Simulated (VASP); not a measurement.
# BaTiO3 (P1) in VASP: notebook, part 2 of 2

VASP 6.6.1.

## 3. Single point, PBEsol+D4

Input file INCAR:

```
PREC = Accurate
ENCUT = 520
EDIFF = 1E-6
ISMEAR = 0
SIGMA = 0.01
LREAL = F
LASPH = T
NELM = 60
ALGO = Normal
ISIF = 2
LWAVE = F
LCHARG = F
GGA = PS
IVDW = 13
NBANDS = 28
```

Input file KPOINTS:

```
Automatic mesh
0
Gamma
  4 4 4
```

Input file POSCAR:

```
BaTiO3
1.0
    2.8574700000      1.5884900000      2.3664400000
   -2.7608700000      1.5870200000      2.2496700000
    0.0470200000     -3.3027700000      2.3976500000
Ba Ti O
1 1 3
Direct
    0.9816000000      0.0107500000      0.9878300000
    0.4832136177      0.4867299876      0.5113308851
    0.5041000000      0.4895800000      0.0208700000
    0.0283200000      0.5017200000      0.5090800000
    0.5217800000      0.0261100000      0.4997500000
```

Potentials or basis: VASP PAW PBE potentials, release 64 (Ba_sv, Ti_sv, O).

On the command line:

```bash
> cat potpaw_PBE.64/Ba_sv/POTCAR potpaw_PBE.64/Ti_sv/POTCAR potpaw_PBE.64/O/POTCAR > POTCAR
> mpirun -np 1 vasp_std > vasp.out
```

OUTCAR:

```text
PREC = Accurate
   ENCUT = 520
   EDIFF = 1E-6
   ISMEAR = 0
   LREAL = F
   LASPH = T
   NELM = 60
   ISIF = 2
   GGA = PS
   IVDW = 13

 ion  position               nearest neighbor table
   1  0.982  0.011  0.988-   3 2.69   4 2.74   5 2.75   5 2.77   4 2.79   3 2.80   3 2.82   4 2.87
                             5 2.90   4 2.92   3 2.94   5 3.07   2 3.32   2 3.40   2 3.43   2 3.44
   2  0.483  0.487  0.511-   5 1.80   4 1.84   3 2.00   3 2.08   5 2.11   4 2.20   1 3.32   1 3.40
                             1 3.43   1 3.44   1 3.50   1 3.52   1 3.53   1 3.63
   3  0.504  0.490  0.021-   2 2.00   2 2.08   1 2.69   1 2.80   1 2.82   1 2.94
   4  0.028  0.502  0.509-   2 1.84   2 2.20   1 2.74   1 2.79   1 2.87   1 2.92
   5  0.522  0.026  0.500-   2 1.80   2 2.11   1 2.75   1 2.77   1 2.90   1 3.07

  LATTYP: Found a triclinic cell.
 ALAT       =     7.0163844785
 B/A-ratio  =     1.3153365365
 C/A-ratio  =     0.5556965619
 COS(alpha) =     0.0000182729
 COS(beta)  =     0.5548965545
 COS(gamma) =     0.7921277550

  Lattice vectors:

 A1 = (  -0.1436200000,   0.1272600000,  -7.0137600000)
 A2 = (  -2.9515100000,   5.0170500000,  -7.1617400000)
 A3 = (   2.7608700000,  -1.5870200000,  -2.2496700000)

Analysis of symmetry for initial positions (statically):
=====================================================================
 Subroutine PRICEL returns:
 Original cell was already a primitive cell.

 Routine SETGRP: Setting up the symmetry group for a
 triclinic supercell.

 Subroutine GETGRP returns: Found  1 space group operations
 (whereof  1 operations were pure point group operations)
 out of a pool of  2 trial point group operations.

The static configuration has the point symmetry C_1 .

Analysis of symmetry for dynamics (positions and initial velocities):
=====================================================================
 Subroutine PRICEL returns:
 Original cell was already a primitive cell.

[... 134 lines left out ...]
  volume/ion in A,a.u.               =      12.84        86.63
  Fermi-wavevector in a.u.,A,eV,Ry     =   1.398321  2.642444 26.603499  1.955302
  Thomas-Fermi vector in A             =   2.521491
   LORBIT       =      0    0 simple, 1 ext, 2 COOP (PROOUT), +10 PAW based schemes
   GGA     = PS    functional components
   LHFCALC =     F    Hartree Fock is set to
   AEXX    =    0.0000 exact exchange contribution
   IVDW    =    13    specifies the selected vdW correction
   LEPSILON=     F    determine dielectric tensor
   LRPA    =     F    only Hartree local field effects (RPA)
 non-spin polarized calculation
 Gauss-broadening in eV      SIGMA  =   0.01
  energy-cutoff  :      520.00
  volume of cell :       64.19
 maximum number of plane-waves:      1744
   NGX = 15   NGY = 15   NGZ = 15

 number of electron      39.9999999 magnetization

 Free energy of the ion-electron system (eV)
  ---------------------------------------------------
  ext. energy  EPLUGINS =         0.00000000
  ---------------------------------------------------
  free energy    TOTEN  =       -41.77941919 eV

  energy without entropy =      -41.77941919  energy(sigma->0) =      -41.77941919

 E-fermi :   3.7977     XC(G=0): -11.4836

 val. band max:        3.7236117254   @ k =   0.5000   0.5000   0.5000
 cond. band min:       5.7709132138   @ k =   0.0000   0.0000   0.0000
 fundamental gap:      2.0473014884
 Fermi energy:         3.7977153807

 k-point     1 :       0.0000    0.0000    0.0000
  band No.  band energies     occupation
      1     -52.3962      2.00000
      2     -28.8219      2.00000
      3     -28.7957      2.00000
      4     -28.7120      2.00000
      5     -21.1173      2.00000
      6     -13.1951      2.00000
[... 733 lines left out ...]
     27      11.1515      0.00000
     28      11.7699      0.00000

 [... further k-points ...]

------------------------ aborting loop because EDIFF is reached ----------------------------------------

  DFT-D4 for vdW energy calculation

  Edisp (eV):   -0.62395

  FORCE on cell =-STRESS in cart. coord.  units (eV):
  Direction    XX          YY          ZZ          XY          YZ          ZX
  --------------------------------------------------------------------------------------
  -------------------------------------------------------------------------------------
  Total       1.55015     0.35459    -0.94732     0.03793     2.02899    -1.41240
  in kB      38.69199     8.85067   -23.64519     0.94682    50.64388   -35.25377
  external pressure =        7.97 kB  Pullay stress =        0.00 kB

 VOLUME and BASIS-vectors are now :
 -----------------------------------------------------------------------------
  energy-cutoff  :      520.00
  volume of cell :       64.19
      direct lattice vectors                 reciprocal lattice vectors
     2.857470000  1.588490000  2.366440000     0.175032806  0.104773892  0.140893802
    -2.760870000  1.587020000  2.249670000    -0.181095935  0.105000775  0.148190328
     0.047020000 -3.302770000  2.397650000    -0.002835502 -0.201930316  0.138971049

 POSITION                                       TOTAL-FORCE (eV/Angst)
 -----------------------------------------------------------------------------------
      2.82166     -1.68625      4.71555         0.492583     -0.456795      0.307331
      0.06101     -0.14878      3.46447        -0.544447      0.616898     -0.131273
      0.08977      1.50880      2.34435        -0.355213      0.823548      0.132281
     -1.28032     -0.84015      2.41632        -0.529683     -0.156616      0.139296
      1.44238     -0.78028      2.49173         0.936760     -0.827034     -0.447635
 -----------------------------------------------------------------------------------
    total drift:                                0.000226     -0.000696      0.000718

  FREE ENERGIE OF THE ION-ELECTRON SYSTEM (eV)
  ---------------------------------------------------
  free  energy   TOTEN  =       -42.4033661239 eV

  energy  without entropy=      -42.4033661239  energy(sigma->0) =      -42.40336612
```

stdout:

```text
POSCAR found type information on POSCAR BaTiO
 POSCAR found :  3 types and       5 ions
 scaLAPACK will be used
 -----------------------------------------------------------------------------
|                                                                             |
|                                                                             |
|     You enforced a specific xc type in the INCAR file but a different       |
|     I HOPE YOU KNOW WHAT YOU ARE DOING!                                     |
|                                                                             |
 -----------------------------------------------------------------------------

 LDA part: xc-table for (Slater+PW92), standard interpolation
 POSCAR, INCAR and KPOINTS ok, starting setup
 FFT: planning ... GRIDC
 FFT: planning ... GRID_SOFT
 FFT: planning ... GRID
 WAVECAR not read
 entering main loop
```

Run time: 91 s. Hardware: 1 thread of Intel Xeon 8259CL, shared host; peak memory 0.21 GiB.

What came out:

* Free energy: -42.4034 eV
* Pressure: 0.8 GPa
* Largest force: 1.327 eV/Å
* Band gap on the k mesh: 2.05 eV (least direct gap 2.37 eV)
* Dispersion energy per atom: -0.125 eV

Forces in eV/Å, atoms in the order of the input:
```
Ba   0.493 -0.457  0.307
Ti  -0.544  0.617 -0.131
O   -0.355  0.824  0.132
O   -0.530 -0.157  0.139
O    0.937 -0.827 -0.448
```

Levels at points of the mesh, in eV from the valence-band top:
```tsv
k point	band 16	band 17	band 18	band 19	band 20	band 21	band 22	band 23	band 24	band 25
(0.00, 0.00, 0.00)	-1.40	-1.24	-0.57	-0.44	-0.32	2.05	2.17	2.57	4.17	4.64
(0.50, 0.00, 0.00)	-2.02	-1.85	-1.74	-0.78	-0.75	2.19	3.70	3.81	4.31	6.27
(0.00, 0.50, 0.00)	-2.22	-2.08	-1.75	-1.05	-0.81	2.23	3.85	3.97	4.22	6.15
(0.50, 0.50, 0.00)	-2.94	-1.68	-0.68	-0.65	-0.21	3.69	3.93	4.21	4.82	7.77
(0.00, 0.00, 0.50)	-2.30	-1.44	-1.32	-1.27	-1.08	2.64	3.50	3.54	4.57	6.02
(0.50, 0.00, 0.50)	-2.57	-1.73	-1.24	-1.16	-0.21	3.57	3.86	4.00	5.33	7.46
(0.00, 0.50, 0.50)	-2.73	-1.77	-0.98	-0.91	-0.13	3.57	3.98	4.20	4.83	7.65
(0.50, 0.50, 0.50)	-2.53	-2.27	-0.18	-0.12	0.00	4.24	4.39	4.51	6.38	6.55
```

Caveat: the PAW data sets were made with another functional, which shifts forces and pressure a little; spin-orbit coupling is left out, which moves the levels of the heavy elements.
